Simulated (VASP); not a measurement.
# Si3TeW (Pm-3m) in VASP: single point with PBE

Aim: the single point of Si3TeW with PBE.

Everything below comes from runs of VASP 6.6.1. Logs are shortened: lines on timing, memory, paths and dates and some standing lists are left out, and cuts for length are marked.

## Step 1: The cell of the first run

It takes space group Pm-3m (No. 221, cubic). Conventional cell: a = 4.564 Å, b = 4.564 Å, c = 4.564 Å, α = 90.00°, β = 90.00°, γ = 90.00°. Si (site symmetry 4/mmm) has 2 Te at 2.28 Å within 3.0 Å. Within 3.0 Å of Te (site symmetry m-3m) lie 6 Si at 2.28 Å. W (site symmetry m-3m) has 12 Si at 3.23 Å and 8 Te at 3.95 Å within 4.2 Å.

## Step 2: Single point, PBE

INCAR

```
SYSTEM = Si3TeW
PREC = Accurate
ENCUT = 520
EDIFF = 1E-7
ISMEAR = 0
SIGMA = 0.1
LREAL = .False.
LASPH = .True.
NELM = 100
ALGO = Normal
ISIF = 2
LWAVE = .False.
LCHARG = .True.
GGA = PE
LELF = .True.
LVHAR = .True.
NBANDS = 24
```

KPOINTS

```
Automatic mesh
0
Gamma
  4 4 4
  0 0 0
```

POSCAR

```
Si3TeW
1.0
    4.5640365800      0.0000000000      0.0000000000
    0.0000000000      4.5640365800      0.0000000000
    0.0000000000      0.0000000000      4.5640365800
Si Te W
3 1 1
Direct
    0.5000000000      0.0000000000      0.0000000000
    0.0000000000      0.5000000000      0.0000000000
    0.0000000000      0.0000000000      0.5000000000
    0.0000000000      0.0000000000      0.0000000000
    0.5000000000      0.5000000000      0.5000000000
```

Potentials or basis: VASP PAW PBE potentials, release 64 (Si, Te, W_sv).

On the command line:

```console
$ cat potpaw_PBE.64/Si/POTCAR potpaw_PBE.64/Te/POTCAR potpaw_PBE.64/W_sv/POTCAR > POTCAR
$ mpirun -np 1 vasp_std > vasp.out
```

OUTCAR:

```text
SYSTEM = Si3TeW
   PREC = Accurate
   ENCUT = 520
   EDIFF = 1E-7
   ISMEAR = 0
   LREAL = .False.
   LASPH = .True.
   NELM = 100
   ISIF = 2
   GGA = PE

 ion  position               nearest neighbor table
   1  0.500  0.000  0.000-   4 2.28   4 2.28   5 3.23   5 3.23   5 3.23   5 3.23
   2  0.000  0.500  0.000-   4 2.28   4 2.28   5 3.23   5 3.23   5 3.23   5 3.23
   3  0.000  0.000  0.500-   4 2.28   4 2.28   5 3.23   5 3.23   5 3.23   5 3.23
   4  0.000  0.000  0.000-   1 2.28   2 2.28   3 2.28   3 2.28   2 2.28   1 2.28
   5  0.500  0.500  0.500-   1 3.23   2 3.23   3 3.23   1 3.23   2 3.23   1 3.23   3 3.23   1 3.23
                             2 3.23   3 3.23   2 3.23   3 3.23

  LATTYP: Found a simple cubic cell.
 ALAT       =     4.5640365800

  Lattice vectors:

 A1 = (   4.5640365800,   0.0000000000,   0.0000000000)
 A2 = (   0.0000000000,   4.5640365800,   0.0000000000)
 A3 = (   0.0000000000,   0.0000000000,   4.5640365800)

Analysis of symmetry for initial positions (statically):
=====================================================================
 Subroutine PRICEL returns:
 Original cell was already a primitive cell.

 Routine SETGRP: Setting up the symmetry group for a
 simple cubic supercell.

 Subroutine GETGRP returns: Found 48 space group operations
 (whereof 48 operations were pure point group operations)
 out of a pool of 48 trial point group operations.

The static configuration has the point symmetry O_h .

Analysis of symmetry for dynamics (positions and initial velocities):
=====================================================================
 Subroutine PRICEL returns:
 Original cell was already a primitive cell.

 Routine SETGRP: Setting up the symmetry group for a
 simple cubic supercell.

 Subroutine GETGRP returns: Found 48 space group operations
 (whereof 48 operations were pure point group operations)
 out of a pool of 48 trial point group operations.

The dynamic configuration has the point symmetry O_h .

 Subroutine INISYM returns: Found 48 space group operations
 (whereof 48 operations are pure point group operations),
 and found     1 'primitive' translations

----------------------------------------------------------------------------------------

                                     Primitive cell

  volume of cell :      95.0708

  direct lattice vectors                    reciprocal lattice vectors
     4.564036580  0.000000000  0.000000000     0.219104291  0.000000000  0.000000000
     0.000000000  4.564036580  0.000000000     0.000000000  0.219104291  0.000000000
     0.000000000  0.000000000  4.564036580     0.000000000  0.000000000  0.219104291

  length of vectors
     4.564036580  4.564036580  4.564036580     0.219104291  0.219104291  0.219104291

  position of ions in fractional coordinates (direct lattice)
     0.500000000  0.000000000  0.000000000
     0.000000000  0.500000000  0.000000000
     0.000000000  0.000000000  0.500000000
     0.000000000  0.000000000  0.000000000
     0.500000000  0.500000000  0.500000000

  ion indices of the primitive-cell ions
   primitive index   ion index
                 1           1
                 2           2
                 3           3
                 4           4
                 5           5

----------------------------------------------------------------------------------------

 KPOINTS: Automatic mesh

Automatic generation of k-mesh.
 Grid dimensions read from file:
 generate k-points for:    4    4    4

 Generating k-lattice:

  Cartesian coordinates                     Fractional coordinates (reciprocal lattice)
     0.054776073  0.000000000  0.000000000     0.250000000  0.000000000  0.000000000
     0.000000000  0.054776073  0.000000000     0.000000000  0.250000000  0.000000000
     0.000000000  0.000000000  0.054776073     0.000000000  0.000000000  0.250000000

  Length of vectors
     0.054776073  0.054776073  0.054776073

  Shift w.r.t. Gamma in fractional coordinates (k-lattice)
     0.000000000  0.000000000  0.000000000

 Subroutine IBZKPT returns following result:
 ===========================================

 Found     10 irreducible k-points:

 Following reciprocal coordinates:
            Coordinates               Weight
  0.000000  0.000000  0.000000      1.000000
  0.250000  0.000000  0.000000      6.000000
  0.500000  0.000000  0.000000      3.000000
  0.250000  0.250000  0.000000     12.000000
  0.500000  0.250000  0.000000     12.000000
  0.500000  0.500000  0.000000      3.000000
  0.250000  0.250000  0.250000      8.000000
  0.500000  0.250000  0.250000     12.000000
  0.500000  0.500000  0.250000      6.000000
  0.500000  0.500000  0.500000      1.000000
   k-points           NKPTS =     10   k-points in BZ     NKDIM =     10   number of bands    NBANDS=     24
   number of dos      NEDOS =    301   number of ions     NIONS =      5
   total plane-waves  NPLWV =  46656
   dimension x,y,z NGX =    36 NGY =   36 NGZ =   36
   dimension x,y,z NGXF=    72 NGYF=   72 NGZF=   72
   ions per type =               3   1   1
   NGX,Y,Z   is equivalent  to a cutoff of  13.11, 13.11, 13.11 a.u.
   NGXF,Y,Z  is equivalent  to a cutoff of  26.23, 26.23, 26.23 a.u.
 SYSTEM =  Si3TeW
   PREC   = accura    normal or accurate (medium, high low for compatibility)
   ISTART =      0    job   : 0-new  1-cont  2-samecut
   ICHARG =      2    charge: 1-file 2-atom 10-const
   ISPIN  =      1    spin polarized calculation?
   LNONCOLLINEAR =      F non collinear calculations
   LSORBIT =      F    spin-orbit coupling
   LASPH  =      T    aspherical Exc in radial PAW
   ENCUT  =  520.0 eV  38.22 Ry    6.18 a.u.   8.49  8.49  8.49*2*pi/ulx,y,z
   NELM   =    100;   NELMIN=  2; NELMDL= -5     # of ELM steps
   EDIFF  = 0.1E-06   stopping-criterion for ELM
   LREAL  =      F    real-space projection
   EDIFFG = 0.1E-05   stopping-criterion for IOM
   NSW    =      0    number of steps for IOM
   IBRION =     -1    ionic relax: 0-MD 1-quasi-New 2-CG
   NFREE  =      0    steps in history (QN), initial steepest desc. (CG)
   ISIF   =      2    stress and relaxation
   ISYM   =      2    0-nonsym 1-usesym 2-fastsym
   POTIM  = 0.5000    time-step for ionic-motion
   TEBEG  =    0.0;   TEEND  =   0.0 temperature during run
   PSTRESS=    0.0 pullay stress
   NELECT =      32.0000    total number of electrons
   NUPDOWN=      -1.0000    fix difference up-down
   EMIN   =  10.00;   EMAX   =-10.00  energy-range for DOS
   EFERMI =   0.00;   METHOD = LEGACY
   ISMEAR =     0;   SIGMA  =   0.10  broadening in eV -4-tet -1-fermi 0-gaus
   EFERMI_NEDOS =   21; number of points for ismear=-14 and -15
   IALGO  =     38    algorithm
   IMIX   =      4    mixing-type and parameters
     AMIX     =   0.40;   BMIX     =  1.00
     AMIX_MAG =   1.60;   BMIX_MAG =  1.00
  volume/ion in A,a.u.               =      19.01       128.31
  Fermi-wavevector in a.u.,A,eV,Ry     =   1.138787  2.151995 17.644512  1.296835
  Thomas-Fermi vector in A             =   2.275491
   LORBIT       =      0    0 simple, 1 ext, 2 COOP (PROOUT), +10 PAW based schemes
   GGA     = PE    functional components
   LHFCALC =     F    Hartree Fock is set to
   AEXX    =    0.0000 exact exchange contribution
   IVDW    =     0    specifies the selected vdW correction
   LEPSILON=     F    determine dielectric tensor
   LRPA    =     F    only Hartree local field effects (RPA)
 non-spin polarized calculation
 Gauss-broadening in eV      SIGMA  =   0.10
  energy-cutoff  :      520.00
  volume of cell :       95.07
 maximum number of plane-waves:      2562
 NGX is ok and might be reduce to    36
   NGX = 17   NGY = 17   NGZ = 17

 number of electron      32.0000000 magnetization

 Free energy of the ion-electron system (eV)
  ---------------------------------------------------
  ext. energy  EPLUGINS =         0.00000000
  ---------------------------------------------------
  free energy    TOTEN  =       -19.42368238 eV

  energy without entropy =      -19.39843398  energy(sigma->0) =      -19.41105818

 E-fermi :   8.6458     XC(G=0): -10.8507

 val. band max:        8.6300213815   @ k =   0.0000   0.0000   0.0000
 cond. band min:       8.6726968027   @ k =   0.5000   0.2500   0.2500
 fundamental gap:      0.0426754212
 Fermi energy:         8.6458389838

 k-point     1 :       0.0000    0.0000    0.0000
  band No.  band energies     occupation
      1     -65.8359      2.00000
      2     -29.9145      2.00000
      3     -29.9145      2.00000
      4     -29.9144      2.00000
      5      -7.8415      2.00000
      6       0.7459      2.00000
[... 16 lines left out ...]
     23      12.5807      0.00000
     24      12.7506      0.00000

 k-point     2 :       0.2500    0.0000    0.0000
  band No.  band energies     occupation
      1     -65.8358      2.00000
      2     -29.9155      2.00000
      3     -29.9144      2.00000
      4     -29.9144      2.00000
      5      -7.6550      2.00000
      6      -1.2042      2.00000
[... 16 lines left out ...]
     23      12.3647      0.00000
     24      14.1439      0.00000

 k-point     3 :       0.5000    0.0000    0.0000
  band No.  band energies     occupation
      1     -65.8358      2.00000
      2     -29.9166      2.00000
      3     -29.9143      2.00000
      4     -29.9143      2.00000
      5      -7.4359      2.00000
      6      -2.2454      2.00000
[... 16 lines left out ...]
     23      12.0892      0.00000
     24      12.0892      0.00000
[... 136 lines left out ...]
 k-point     9 :       0.5000    0.5000    0.2500
  band No.  band energies     occupation
      1     -65.8358      2.00000
      2     -29.9163      2.00000
      3     -29.9163      2.00000
      4     -29.9151      2.00000
      5      -6.8659      2.00000
      6      -1.7436      2.00000
[... 16 lines left out ...]
     23      12.3304      0.00000
     24      13.3309      0.00000

 k-point    10 :       0.5000    0.5000    0.5000
  band No.  band energies     occupation
      1     -65.8358      2.00000
      2     -29.9162      2.00000
      3     -29.9162      2.00000
      4     -29.9162      2.00000
      5      -6.6384      2.00000
      6      -1.6489      2.00000
[... 16 lines left out ...]
     23      12.9786      0.00000
     24      12.9786      0.00000

------------------------ aborting loop because EDIFF is reached ----------------------------------------

  FORCE on cell =-STRESS in cart. coord.  units (eV):
  Direction    XX          YY          ZZ          XY          YZ          ZX
  --------------------------------------------------------------------------------------
  -------------------------------------------------------------------------------------
  Total       13.8450516     13.8450516     13.8450516      0.0000000     -0.0000000     -0.0000000
  in kB      233.3231395    233.3231395    233.3231395      0.0000000     -0.0000000     -0.0000000
  external PRESSURE =     233.3231395 kB  Pullay stress =       0.0000000 kB

 VOLUME and BASIS-vectors are now :
 -----------------------------------------------------------------------------
  energy-cutoff  :      520.00
  volume of cell :       95.07
      direct lattice vectors                 reciprocal lattice vectors
     4.564036580  0.000000000  0.000000000     0.219104291  0.000000000  0.000000000
     0.000000000  4.564036580  0.000000000     0.000000000  0.219104291  0.000000000
     0.000000000  0.000000000  4.564036580     0.000000000  0.000000000  0.219104291

 POSITION                                       TOTAL-FORCE (eV/Angst)
 -----------------------------------------------------------------------------------
      2.28202      0.00000      0.00000         0.000000      0.000000      0.000000
      0.00000      2.28202      0.00000         0.000000      0.000000      0.000000
      0.00000      0.00000      2.28202         0.000000      0.000000      0.000000
      0.00000      0.00000      0.00000         0.000000      0.000000      0.000000
      2.28202      2.28202      2.28202         0.000000      0.000000      0.000000
 -----------------------------------------------------------------------------------
    total drift:                                0.000000      0.000000      0.000000

  FREE ENERGIE OF THE ION-ELECTRON SYSTEM (eV)
  ---------------------------------------------------
  free  energy   TOTEN  =       -19.4236823769 eV

  energy  without entropy=      -19.3984339831  energy(sigma->0) =      -19.41105818
```

Run time: 36 s. Hardware: 1 thread of Intel Xeon 6975P-C, shared host; peak memory 0.21 GiB.

Results:

- Free energy: -19.4237 eV
- Pressure: 23.3 GPa
- Band gap on the k mesh: zero (band 16 reaches 9.06 eV, above the bottom of band 17 at 8.30 eV)

Levels at points of the mesh, in eV from the Fermi level:
```tsv
k point	band 14	band 15	band 16	band 17	band 18	band 19
(0.00, 0.00, 0.00)	-0.56	-0.02	-0.02	0.65	0.65	0.65
(0.50, 0.00, 0.00)	-1.59	-1.02	-1.02	-0.34	-0.28	1.96
(0.50, 0.50, 0.00)	-0.72	-0.10	0.20	0.32	1.06	1.80
(0.50, 0.50, 0.50)	-0.16	-0.16	0.41	0.41	1.24	1.24
```

Caveat: spin-orbit coupling is left out, which moves the levels of the heavy elements.
